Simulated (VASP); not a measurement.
# CO2 (P4_12_12) in VASP: a series of runs, part 2 of 2

VASP 6.6.1. The steps go on from the part before.

## 3. Electric field gradients, r2SCAN

Input file POSCAR:

```
CO2
1.0
    4.3350000000      0.0000000000      0.0000000000
    0.0000000000      4.3350000000      0.0000000000
    0.0000000000      0.0000000000      6.1020000000
C O
4 8
Direct
    0.4997865440      0.4997865440      0.0000000000
    0.0002134560      0.9997865440      0.2500000000
    0.5002134560      0.5002134560      0.5000000000
    0.9997865440      0.0002134560      0.7500000000
    0.1891364613      0.1889508913      0.2500754261
    0.3110491087      0.6891364613      0.5000754261
    0.8108635387      0.8110491087      0.7500754261
    0.6889508913      0.3108635387      0.0000754261
    0.6891364613      0.3110491087      0.4999245739
    0.8110491087      0.8108635387      0.2499245739
    0.3108635387      0.6889508913      0.9999245739
    0.1889508913      0.1891364613      0.7499245739
```

Input file INCAR.step1:

```
SYSTEM = CO2
ALGO = Normal ; EDIFF = 1E-4
ENCUT = 520 ; GGA = PE
ISMEAR = -1 ; LASPH = .TRUE.
LCHARG = .FALSE. ; LREAL = .FALSE.
LWAVE = .TRUE. ; NBANDS = 44
NELM = 100 ; PREC = Accurate
SIGMA = 0.02
```

Input file INCAR.step2:

```
SYSTEM = CO2
ALGO = Normal ; EDIFF = 1E-8
ENCUT = 520 ; ISIF = 2
ISMEAR = -1 ; ISTART = 1
LASPH = .TRUE. ; LCHARG = .FALSE.
LEFG = .TRUE. ; LMIXTAU = .TRUE.
LREAL = .FALSE. ; LWAVE = .FALSE.
METAGGA = R2SCAN ; NBANDS = 44
NELM = 100 ; PREC = Accurate
SIGMA = 0.02
```

Input file KPOINTS:

```
k-points
0
G
  5 5 4
  0 0 0
```

Potentials or basis: VASP PAW PBE potentials, release 64 (C, O).

Command:

```
cat potpaw_PBE.64/C/POTCAR potpaw_PBE.64/O/POTCAR > POTCAR
cp INCAR.step1 INCAR
mpirun -np 1 vasp_std > vasp.out
cp INCAR.step2 INCAR
mpirun -np 1 vasp_std > vasp.out
```

OUTCAR:

```text
SYSTEM = CO2
   EDIFF = 1E-8
   ENCUT = 520
   ISIF = 2
   ISMEAR = -1
   ISTART = 1
   LASPH = .TRUE.
   LREAL = .FALSE.
   METAGGA = R2SCAN
   NELM = 100
   PREC = Accurate

 ion  position               nearest neighbor table
   1  0.500  0.500  0.000-   8 1.16  11 1.16
   2  0.000  1.000  0.250-   5 1.16  10 1.16
   3  0.500  0.500  0.500-   6 1.16   9 1.16
   4  1.000  0.000  0.750-   7 1.16  12 1.16
   5  0.189  0.189  0.250-   2 1.16
   6  0.311  0.689  0.500-   3 1.16
   7  0.811  0.811  0.750-   4 1.16
   8  0.689  0.311  0.000-   1 1.16
   9  0.689  0.311  0.500-   3 1.16
  10  0.811  0.811  0.250-   2 1.16
  11  0.311  0.689  1.000-   1 1.16
  12  0.189  0.189  0.750-   4 1.16

  LATTYP: Found a simple tetragonal cell.
 ALAT       =     4.3350000000
 C/A-ratio  =     1.4076124567

  Lattice vectors:

 A1 = (   4.3350000000,   0.0000000000,   0.0000000000)
 A2 = (   0.0000000000,   4.3350000000,   0.0000000000)
 A3 = (   0.0000000000,   0.0000000000,   6.1020000000)

Analysis of symmetry for initial positions (statically):
=====================================================================
 Subroutine PRICEL returns:
 Original cell was already a primitive cell.

 Routine SETGRP: Setting up the symmetry group for a
 simple tetragonal supercell.

 Subroutine GETGRP returns: Found  8 space group operations
 (whereof  2 operations were pure point group operations)
 out of a pool of 16 trial point group operations.

The static configuration has the point symmetry C_2 .
 The point group associated with its full space group is D_4 .

Analysis of symmetry for dynamics (positions and initial velocities):
[... 1048 lines left out ...]
      2.16843      2.16843      3.05100        -0.006254     -0.006254      0.000000
      4.33407      0.00093      4.57650         0.006254     -0.006254      0.000000
      0.81991      0.81910      1.52596        -0.038940     -0.042287     -0.000590
      1.34840      2.98741      3.05146         0.042287     -0.038940     -0.000590
      3.51509      3.51590      4.57696         0.038940      0.042287     -0.000590
      2.98660      1.34759      0.00046        -0.042287      0.038940     -0.000590
      2.98741      1.34840      3.05054        -0.038940      0.042287      0.000590
      3.51590      3.51509      1.52504         0.042287      0.038940      0.000590
      1.34759      2.98660      6.10154         0.038940     -0.042287      0.000590
      0.81910      0.81991      4.57604        -0.042287     -0.038940      0.000590
 -----------------------------------------------------------------------------------
    total drift:                                0.000000     -0.000000     -0.000000

  FREE ENERGIE OF THE ION-ELECTRON SYSTEM (eV)
  ---------------------------------------------------
  free  energy   TOTEN  =      -100.9509513339 eV

  energy  without entropy=     -100.9509513339  energy(sigma->0) =     -100.95095133

 Electric field gradients (V/A^2)
---------------------------------------------------------------------
 ion       V_xx      V_yy      V_zz      V_xy      V_xz      V_yz
---------------------------------------------------------------------
   1     -14.741   -14.741    29.482    43.311    -0.023     0.023
   2     -14.741   -14.741    29.482   -43.311    -0.023    -0.023
   3     -14.741   -14.741    29.482    43.311     0.023    -0.023
   4     -14.741   -14.741    29.482   -43.311     0.023     0.023
   5      14.511    14.956   -29.467    59.954     0.028     0.029
   6      14.956    14.511   -29.467   -59.954    -0.029     0.028
   7      14.511    14.956   -29.467    59.954    -0.028    -0.029
   8      14.956    14.511   -29.467   -59.954     0.029    -0.028
   9      14.511    14.956   -29.467   -59.954    -0.028     0.029
  10      14.956    14.511   -29.467    59.954     0.029     0.028
  11      14.511    14.956   -29.467   -59.954     0.028    -0.029
  12      14.956    14.511   -29.467    59.954    -0.029    -0.028
---------------------------------------------------------------------

 Electric field gradients after diagonalization (V/A^2)
 (convention: |V_zz| > |V_xx| > |V_yy|)
----------------------------------------------------------------------
 ion       V_xx      V_yy      V_zz     asymmetry (V_yy - V_xx)/ V_zz
----------------------------------------------------------------------
   1      29.482    28.570   -58.052       0.016
   2      29.482    28.570   -58.052       0.016
   3      29.482    28.570   -58.052       0.016
   4      29.482    28.570   -58.052       0.016
   5     -45.221   -29.467    74.688       0.211
   6     -45.221   -29.467    74.688       0.211
   7     -45.221   -29.467    74.688       0.211
   8     -45.221   -29.467    74.688       0.211
   9     -45.221   -29.467    74.688       0.211
  10     -45.221   -29.467    74.688       0.211
  11     -45.221   -29.467    74.688       0.211
  12     -45.221   -29.467    74.688       0.211
----------------------------------------------------------------------

           NMR quadrupolar parameters

 Cq : quadrupolar parameter    Cq=e*Q*V_zz/h
 eta: asymmetry parameters     (V_yy - V_xx)/ V_zz
 Q  : nuclear electric quadrupole moment in mb (millibarn)
----------------------------------------------------------------------
 ion       Cq(MHz)       eta       Q (mb)
----------------------------------------------------------------------
   1      -0.140       0.016       1.000
   2      -0.140       0.016       1.000
   3      -0.140       0.016       1.000
   4      -0.140       0.016       1.000
   5       0.181       0.211       1.000
   6       0.181       0.211       1.000
   7       0.181       0.211       1.000
   8       0.181       0.211       1.000
   9       0.181       0.211       1.000
  10       0.181       0.211       1.000
  11       0.181       0.211       1.000
  12       0.181       0.211       1.000
----------------------------------------------------------------------
```

OSZICAR.step1:

```text
N       E                     dE             d eps       ncg     rms          rms(c)
DAV:   1     0.360582056073E+03    0.36058E+03   -0.36628E+04  1584   0.141E+03
DAV:   2    -0.736857154064E+02   -0.43427E+03   -0.41616E+03  2092   0.333E+02
DAV:   3    -0.954012612706E+02   -0.21716E+02   -0.21517E+02  1836   0.739E+01
DAV:   4    -0.956242923290E+02   -0.22303E+00   -0.22263E+00  1804   0.855E+00
DAV:   5    -0.956271237115E+02   -0.28314E-02   -0.28310E-02  1800   0.940E-01    0.196E+01
DAV:   6    -0.896831013208E+02    0.59440E+01   -0.16186E+01  1768   0.225E+01    0.886E+00
DAV:   7    -0.892790643172E+02    0.40404E+00   -0.84613E-01  1800   0.514E+00    0.484E+00
DAV:   8    -0.891777875204E+02    0.10128E+00   -0.56766E-01  1724   0.384E+00    0.102E+00
DAV:   9    -0.891664844005E+02    0.11303E-01   -0.43075E-02  1676   0.118E+00    0.399E-01
DAV:  10    -0.891667160188E+02   -0.23162E-03   -0.91344E-03  1828   0.444E-01    0.850E-02
DAV:  11    -0.891669089848E+02   -0.19297E-03   -0.29283E-04  1516   0.104E-01    0.349E-02
DAV:  12    -0.891669577680E+02   -0.48783E-04   -0.41674E-05   944   0.376E-02
   1 F= -.89166958E+02 E0= -.89166958E+02  d E =-.128895E-12
```

Run time: 3 min. Hardware: 1 thread of Intel Xeon Platinum 8488C (Sapphire Rapids), shared host; peak memory 0.25 GiB.

What came out:

```yaml
Free_energy: -100.9510 eV
Pressure: 15.8 GPa
Largest_force: 0.057 eV/Å
Band_gap_on_the_k_mesh: 7.12 eV
```

Forces in eV/Å, atoms in the order of the input:
```
C    0.006  0.006  0.000
C   -0.006  0.006  0.000
C   -0.006 -0.006  0.000
C    0.006 -0.006  0.000
O   -0.039 -0.042 -0.001
O    0.042 -0.039 -0.001
O    0.039  0.042 -0.001
O   -0.042  0.039 -0.001
O   -0.039  0.042  0.001
O    0.042  0.039  0.001
O    0.039 -0.042  0.001
O   -0.042 -0.039  0.001
```

Levels at points of the mesh, in eV from the valence-band top:
| k point | band 30 | band 31 | band 32 | band 33 | band 34 | band 35 |
| --- | --- | --- | --- | --- | --- | --- |
| (0.00, 0.00, 0.00) | -0.76 | -0.76 | 0.00 | 7.48 | 7.48 | 7.50 |
| (0.00, 0.00, 0.50) | -1.20 | -0.44 | -0.44 | 7.46 | 7.46 | 8.77 |

Electric field gradients, principal values (V/Å²):
```
atom    least   middle  greatest (by size)
 1 C   28.570   29.482             -58.052
 2 C   28.570   29.482             -58.052
 3 C   28.570   29.482             -58.052
 4 C   28.570   29.482             -58.052
 5 O  -29.467  -45.221              74.688
 6 O  -29.467  -45.221              74.688
 7 O  -29.467  -45.221              74.688
 8 O  -29.467  -45.221              74.688
 9 O  -29.467  -45.221              74.688
10 O  -29.467  -45.221              74.688
11 O  -29.467  -45.221              74.688
12 O  -29.467  -45.221              74.688
```

Caveat: without QUAD_EFG the Cq values of the log hold for a quadrupole moment of 1 mb, not for the nuclei; the PAW data sets were made with another functional, which shifts forces and pressure a little. A k mesh can miss the band edges.
